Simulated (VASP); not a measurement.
LiBr: vibrations by perturbation theory with PBEsol

Crystal: LiBr.

```
Li Br
1.0
     0.00000    2.70552    2.70552
     2.70552    0.00000    2.70552
     2.70552    2.70552    0.00000
Li Br
1 1
Direct
  0.00000 0.00000 0.00000
  0.50000 0.50000 0.50000
```

| Quantity | Value |
| --- | --- |
| Program | VASP 6.6.1 |
| Task | vibrations by perturbation theory |
| Functional | PBEsol |
| Potentials or basis | VASP PAW PBE potentials, release 64 (Li_sv, Br) |
| Cutoff | 750 eV |
| k mesh | 8 × 8 × 8 |
| Occupations | gaussian, width 0.01 eV |
| Spin | no spin polarisation |
| Dipole correction | no |
| Further INCAR settings | ALGO = Normal; EDIFF = 1e-08; NBANDS = 12; IBRION = 8; NSW = 1 |

```
Electronic dielectric tensor (diagonal)                 : 3.58
Born charges (mean of the diagonal)                     : Li +1.22; Br -1.22 e
Highest phonon frequency at Γ, LO-TO splitting left out : 181 cm⁻¹
```

Phonon frequencies in cm⁻¹ (negative: imaginary):
```
              q point           frequencies
(0.000, 0.000, 0.000)  -1 -1 -1 181 181 181
```

Electronic dielectric tensor:
```
3.58 0.00 0.00
0.00 3.58 0.00
0.00 0.00 3.58
```

Born effective charge tensors (e):
atom 1, Li
```
1.22 0.00 0.00
0.00 1.22 0.00
0.00 0.00 1.22
```
atom 2, Br
```
-1.22  0.00  0.00
 0.00 -1.22  0.00
 0.00  0.00 -1.22
```

It took 6 min on 1 thread of Intel(R) Xeon(R) Platinum 8559C (Emerald Rapids), on a shared host, peak memory 0.35 GiB.
